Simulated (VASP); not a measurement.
# Cd4SeS3 (P-4m2) in VASP: further runs

The runs below take Cd4SeS3 through single point, relaxation of shape and atoms at fixed volume, with PBE.

Everything below comes from runs of VASP 6.6.1. Logs are shortened: lines on timing, memory, paths and dates and some standing lists are left out, and cuts for length are marked.

**1. The cell of the first run**

The structure is tetragonal, space group P-4m2 (No. 115). Conventional cell: a = 4.284 Å, b = 4.284 Å, c = 12.080 Å, α = 90.00°, β = 90.00°, γ = 90.00°. Within 3.4 Å of Cd (site symmetry 2mm) lie 4 S at 2.60 Å. Within 3.4 Å of Cd (site symmetry 2mm) lie 2 S at 2.60 Å and 2 Se at 2.69 Å. Within 3.5 Å of Se (site symmetry -4m2) lie 4 Cd at 2.69 Å. Within 3.4 Å of S (site symmetry 2mm) lie 4 Cd at 2.60 Å. S (site symmetry -4m2) has 4 Cd at 2.60 Å within 3.4 Å.

**2. Single point, PBE (27.71 Å³/atom)**

The input, INCAR:

```
SYSTEM = Cd4SeS3
ALGO = Normal ; EDIFF = 1E-7
ENCUT = 520 ; GGA = PE
ISIF = 2 ; ISMEAR = 0
LASPH = .TRUE. ; LCHARG = .FALSE.
LREAL = .FALSE. ; LWAVE = .FALSE.
NBANDS = 46 ; NELM = 60
PREC = Accurate ; SIGMA = 0.02
```

The input, KPOINTS:

```
k-points
0
G
  6 6 4
  0 0 0
```

The input, POSCAR:

```
Cd4SeS3
1.0
    4.2838412484      0.0000000000      0.0000000000
    0.0000000000      4.2838412484      0.0000000000
    0.0000000000      0.0000000000     12.0799003224
Cd Se S
4 1 3
Direct
    0.5000000000      0.0000000000      0.6216120000
    0.0000000000      0.5000000000      0.8655710000
    0.5000000000      0.0000000000      0.1344290000
    0.0000000000      0.5000000000      0.3783880000
    0.0000000000      0.0000000000      0.0000000000
    0.5000000000      0.5000000000      0.2565630000
    0.0000000000      0.0000000000      0.5000000000
    0.5000000000      0.5000000000      0.7434370000
```

Potentials or basis: VASP PAW PBE potentials, release 64 (Cd, Se, S).

Launch:

```bash
$ cat potpaw_PBE.64/Cd/POTCAR potpaw_PBE.64/Se/POTCAR potpaw_PBE.64/S/POTCAR > POTCAR
$ mpirun -np 1 vasp_std > vasp.out
```

OUTCAR:

```text
SYSTEM = Cd4SeS3
   EDIFF = 1E-7
   ENCUT = 520
   GGA = PE
   ISIF = 2
   ISMEAR = 0
   LASPH = .TRUE.
   LREAL = .FALSE.
   NELM = 60
   PREC = Accurate

 ion  position               nearest neighbor table
   1  0.500  0.000  0.622-   7 2.60   7 2.60   8 2.60   8 2.60
   2  0.000  0.500  0.866-   8 2.60   8 2.60   5 2.69   5 2.69
   3  0.500  0.000  0.134-   6 2.60   6 2.60   5 2.69   5 2.69
   4  0.000  0.500  0.378-   7 2.60   7 2.60   6 2.60   6 2.60
   5  0.000  0.000  0.000-   2 2.69   3 2.69   2 2.69   3 2.69
   6  0.500  0.500  0.257-   4 2.60   4 2.60   3 2.60   3 2.60
   7  0.000  0.000  0.500-   1 2.60   4 2.60   4 2.60   1 2.60
   8  0.500  0.500  0.743-   1 2.60   1 2.60   2 2.60   2 2.60

  LATTYP: Found a simple tetragonal cell.
 ALAT       =     4.2838412484
 C/A-ratio  =     2.8198758128

  Lattice vectors:

 A1 = (   4.2838412484,   0.0000000000,   0.0000000000)
 A2 = (   0.0000000000,   4.2838412484,   0.0000000000)
 A3 = (   0.0000000000,   0.0000000000,  12.0799003224)

Analysis of symmetry for initial positions (statically):
=====================================================================
 Subroutine PRICEL returns:
 Original cell was already a primitive cell.

 Routine SETGRP: Setting up the symmetry group for a
 simple tetragonal supercell.

 Subroutine GETGRP returns: Found  8 space group operations
 (whereof  8 operations were pure point group operations)
 out of a pool of 16 trial point group operations.

The static configuration has the point symmetry D_2d.

Analysis of symmetry for dynamics (positions and initial velocities):
=====================================================================
 Subroutine PRICEL returns:
 Original cell was already a primitive cell.

 Routine SETGRP: Setting up the symmetry group for a
 simple tetragonal supercell.

 Subroutine GETGRP returns: Found  8 space group operations
 (whereof  8 operations were pure point group operations)
 out of a pool of 16 trial point group operations.

The dynamic configuration has the point symmetry D_2d.

 Subroutine INISYM returns: Found  8 space group operations
 (whereof  8 operations are pure point group operations),
 and found     1 'primitive' translations

----------------------------------------------------------------------------------------

                                     Primitive cell

  volume of cell :     221.6818

  direct lattice vectors                    reciprocal lattice vectors
     4.283841248  0.000000000  0.000000000     0.233435354  0.000000000  0.000000000
     0.000000000  4.283841248  0.000000000     0.000000000  0.233435354  0.000000000
     0.000000000  0.000000000 12.079900322     0.000000000  0.000000000  0.082782140

  length of vectors
     4.283841248  4.283841248 12.079900322     0.233435354  0.233435354  0.082782140

  position of ions in fractional coordinates (direct lattice)
     0.500000000  0.000000000  0.621612000
     0.000000000  0.500000000  0.865571000
     0.500000000  0.000000000  0.134429000
     0.000000000  0.500000000  0.378388000
     0.000000000  0.000000000  0.000000000
     0.500000000  0.500000000  0.256563000
     0.000000000  0.000000000  0.500000000
     0.500000000  0.500000000  0.743437000

  ion indices of the primitive-cell ions
   primitive index   ion index
                 1           1
                 2           2
                 3           3
                 4           4
                 5           5
                 6           6
                 7           7
                 8           8

----------------------------------------------------------------------------------------

 KPOINTS: k-points

Automatic generation of k-mesh.
 Grid dimensions read from file:
 generate k-points for:    6    6    4

 Generating k-lattice:

  Cartesian coordinates                     Fractional coordinates (reciprocal lattice)
     0.038905892  0.000000000  0.000000000     0.166666667  0.000000000  0.000000000
     0.000000000  0.038905892  0.000000000     0.000000000  0.166666667  0.000000000
     0.000000000  0.000000000  0.020695535     0.000000000  0.000000000  0.250000000

  Length of vectors
     0.038905892  0.038905892  0.020695535

  Shift w.r.t. Gamma in fractional coordinates (k-lattice)
     0.000000000  0.000000000  0.000000000

 Subroutine IBZKPT returns following result:
 ===========================================

 Found     30 irreducible k-points:

 Following reciprocal coordinates:
            Coordinates               Weight
  0.000000  0.000000  0.000000      1.000000
  0.166667  0.000000  0.000000      4.000000
  0.333333  0.000000  0.000000      4.000000
  0.500000  0.000000  0.000000      2.000000
  0.166667  0.166667  0.000000      4.000000
  0.333333  0.166667  0.000000      8.000000
[... 16 lines left out ...]
  0.333333  0.000000  0.500000      4.000000
  0.500000  0.000000  0.500000      2.000000
 [... further k-points ...]
   k-points           NKPTS =     30   k-points in BZ     NKDIM =     30   number of bands    NBANDS=     46
   number of dos      NEDOS =    301   number of ions     NIONS =      8
   total plane-waves  NPLWV =  92160
   dimension x,y,z NGX =    32 NGY =   32 NGZ =   90
   dimension x,y,z NGXF=    64 NGYF=   64 NGZF=  180
   ions per type =               4   1   3
   NGX,Y,Z   is equivalent  to a cutoff of  12.42, 12.42, 12.39 a.u.
   NGXF,Y,Z  is equivalent  to a cutoff of  24.84, 24.84, 24.77 a.u.
 SYSTEM =  Cd4SeS3
   PREC   = accura    normal or accurate (medium, high low for compatibility)
   ISTART =      0    job   : 0-new  1-cont  2-samecut
   ICHARG =      2    charge: 1-file 2-atom 10-const
   ISPIN  =      1    spin polarized calculation?
   LNONCOLLINEAR =      F non collinear calculations
   LSORBIT =      F    spin-orbit coupling
   LASPH  =      T    aspherical Exc in radial PAW
   ENCUT  =  520.0 eV  38.22 Ry    6.18 a.u.   7.97  7.97 22.46*2*pi/ulx,y,z
   NELM   =     60;   NELMIN=  2; NELMDL= -5     # of ELM steps
   EDIFF  = 0.1E-06   stopping-criterion for ELM
   LREAL  =      F    real-space projection
   EDIFFG = 0.1E-05   stopping-criterion for IOM
   NSW    =      0    number of steps for IOM
   IBRION =     -1    ionic relax: 0-MD 1-quasi-New 2-CG
   NFREE  =      0    steps in history (QN), initial steepest desc. (CG)
   ISIF   =      2    stress and relaxation
   ISYM   =      2    0-nonsym 1-usesym 2-fastsym
   POTIM  = 0.5000    time-step for ionic-motion
   TEBEG  =    0.0;   TEEND  =   0.0 temperature during run
   PSTRESS=    0.0 pullay stress
   NELECT =      72.0000    total number of electrons
   NUPDOWN=      -1.0000    fix difference up-down
   EMIN   =  10.00;   EMAX   =-10.00  energy-range for DOS
   EFERMI =   0.00;   METHOD = LEGACY
   ISMEAR =     0;   SIGMA  =   0.02  broadening in eV -4-tet -1-fermi 0-gaus
   EFERMI_NEDOS =   21; number of points for ismear=-14 and -15
   IALGO  =     38    algorithm
   IMIX   =      4    mixing-type and parameters
     AMIX     =   0.40;   BMIX     =  1.00
     AMIX_MAG =   1.60;   BMIX_MAG =  1.00
  volume/ion in A,a.u.               =      27.71       187.00
  Fermi-wavevector in a.u.,A,eV,Ry     =   1.125319  2.126544 17.229639  1.266343
  Thomas-Fermi vector in A             =   2.261995
   LORBIT       =      0    0 simple, 1 ext, 2 COOP (PROOUT), +10 PAW based schemes
   GGA     = PE    functional components
   LHFCALC =     F    Hartree Fock is set to
   AEXX    =    0.0000 exact exchange contribution
   IVDW    =     0    specifies the selected vdW correction
   LEPSILON=     F    determine dielectric tensor
   LRPA    =     F    only Hartree local field effects (RPA)
 non-spin polarized calculation
 Gauss-broadening in eV      SIGMA  =   0.02
  energy-cutoff  :      520.00
  volume of cell :      221.68
 maximum number of plane-waves:      6008
 NGX is ok and might be reduce to    32
   NGX = 15   NGY = 15   NGZ = 45

 number of electron      71.9999981 magnetization

 Free energy of the ion-electron system (eV)
  ---------------------------------------------------
  ext. energy  EPLUGINS =         0.00000000
  ---------------------------------------------------
  free energy    TOTEN  =       -23.88903798 eV

  energy without entropy =      -23.88903798  energy(sigma->0) =      -23.88903798

 E-fermi :   0.7694     XC(G=0):  -8.7232

 val. band max:        0.6369186523   @ k =   0.0000   0.0000   0.0000
 cond. band min:       1.4141470001   @ k =   0.0000   0.0000   0.0000
 fundamental gap:      0.7772283479
 Fermi energy:         0.7694245811

 k-point     1 :       0.0000    0.0000    0.0000
  band No.  band energies     occupation
      1     -11.3984      2.00000
      2     -11.1882      2.00000
      3     -11.1510      2.00000
      4     -10.9424      2.00000
      5      -6.9568      2.00000
      6      -6.9568      2.00000
[... 38 lines left out ...]
     45       6.9798      0.00000
     46       6.9839      0.00000

 k-point     2 :       0.1667    0.0000    0.0000
  band No.  band energies     occupation
      1     -11.3396      2.00000
      2     -11.1585      2.00000
      3     -11.1227      2.00000
      4     -10.9446      2.00000
      5      -6.9409      2.00000
      6      -6.9233      2.00000
[... 38 lines left out ...]
     45       7.1376      0.00000
     46       7.2709      0.00000

 k-point     3 :       0.3333    0.0000    0.0000
  band No.  band energies     occupation
      1     -11.2006      2.00000
      2     -11.0981      2.00000
      3     -11.0657      2.00000
      4     -10.9689      2.00000
      5      -6.8998      2.00000
      6      -6.8716      2.00000
[... 1018 lines left out ...]
     45       7.4152      0.00000
     46       7.4264      0.00000

 k-point    24 :       0.5000    0.0000    0.5000
  band No.  band energies     occupation
      1     -11.0941      2.00000
      2     -11.0447      2.00000
      3     -11.0391      2.00000
      4     -11.0380      2.00000
      5      -6.8639      2.00000
      6      -6.8634      2.00000
[... 38 lines left out ...]
     45       7.4311      0.00000
     46       7.6051      0.00000

 [... further k-points ...]

------------------------ aborting loop because EDIFF is reached ----------------------------------------

  FORCE on cell =-STRESS in cart. coord.  units (eV):
  Direction    XX          YY          ZZ          XY          YZ          ZX
  --------------------------------------------------------------------------------------
  -------------------------------------------------------------------------------------
  Total       -1.6126869     -1.6126869     -1.5626916      0.0000000      0.0000000     -0.0000000
  in kB      -11.6554904    -11.6554904    -11.2941558      0.0000000      0.0000000     -0.0000000
  external PRESSURE =     -11.5350455 kB  Pullay stress =       0.0000000 kB

 VOLUME and BASIS-vectors are now :
 -----------------------------------------------------------------------------
  energy-cutoff  :      520.00
  volume of cell :      221.68
      direct lattice vectors                 reciprocal lattice vectors
     4.283841248  0.000000000  0.000000000     0.233435354  0.000000000  0.000000000
     0.000000000  4.283841248  0.000000000     0.000000000  0.233435354  0.000000000
     0.000000000  0.000000000 12.079900322     0.000000000  0.000000000  0.082782140

 POSITION                                       TOTAL-FORCE (eV/Angst)
 -----------------------------------------------------------------------------------
      2.14192      0.00000      7.50901         0.000000     -0.000000     -0.000894
      0.00000      2.14192     10.45601         0.000000      0.000000      0.007756
      2.14192      0.00000      1.62389        -0.000000     -0.000000     -0.007756
      0.00000      2.14192      4.57089         0.000000     -0.000000      0.000894
      0.00000      0.00000      0.00000         0.000000     -0.000000      0.000000
      2.14192      2.14192      3.09926         0.000000      0.000000      0.001159
      0.00000      0.00000      6.03995         0.000000     -0.000000      0.000000
      2.14192      2.14192      8.98064         0.000000      0.000000     -0.001159
 -----------------------------------------------------------------------------------
    total drift:                                0.000000      0.000000     -0.000000

  FREE ENERGIE OF THE ION-ELECTRON SYSTEM (eV)
  ---------------------------------------------------
  free  energy   TOTEN  =       -23.8890379790 eV

  energy  without entropy=      -23.8890379790  energy(sigma->0) =      -23.88903798
```

Wall time 2.2 min (1 thread of Intel Xeon 6975P-C (Granite Rapids), shared host); peak memory 0.44 GiB.

What came out:

| Item | Value |
| --- | --- |
| Free energy | -23.8890 eV |
| Pressure | -1.2 GPa |
| Largest force | 0.008 eV/Å |
| Band gap on the k mesh | 0.78 eV |

Forces on the atoms (eV/Å):
```
Cd   0.000  0.000 -0.001
Cd   0.000  0.000  0.008
Cd   0.000  0.000 -0.008
Cd   0.000  0.000  0.001
Se   0.000  0.000  0.000
S    0.000  0.000  0.001
S    0.000  0.000  0.000
S    0.000  0.000 -0.001
```

Levels at points of the mesh, in eV from the valence-band top:
```csv
k point,band 32,band 33,band 34,band 35,band 36,band 37,band 38,band 39,band 40,band 41
"(0.00, 0.00, 0.00)",-0.81,-0.81,-0.05,0.00,0.00,0.78,3.25,3.28,3.53,4.00
"(0.50, 0.00, 0.00)",-0.84,-0.83,-0.71,-0.68,-0.30,2.63,2.72,3.80,3.86,5.89
"(0.50, 0.50, 0.00)",-1.98,-1.74,-1.65,-1.65,-1.54,3.41,3.62,4.03,4.03,4.93
"(0.00, 0.00, 0.50)",-1.09,-0.45,-0.45,-0.16,-0.16,1.91,1.98,3.65,3.73,3.98
"(0.50, 0.00, 0.50)",-1.17,-0.84,-0.84,-0.84,-0.30,3.12,3.24,3.25,3.28,6.13
"(0.50, 0.50, 0.50)",-1.86,-1.86,-1.77,-1.77,-1.64,4.00,4.22,4.25,4.28,4.34
```

Caveat: semilocal functionals underestimate gaps, and a narrow one can read as zero. A k mesh can miss the band edges.

[end of part 1 of 2]
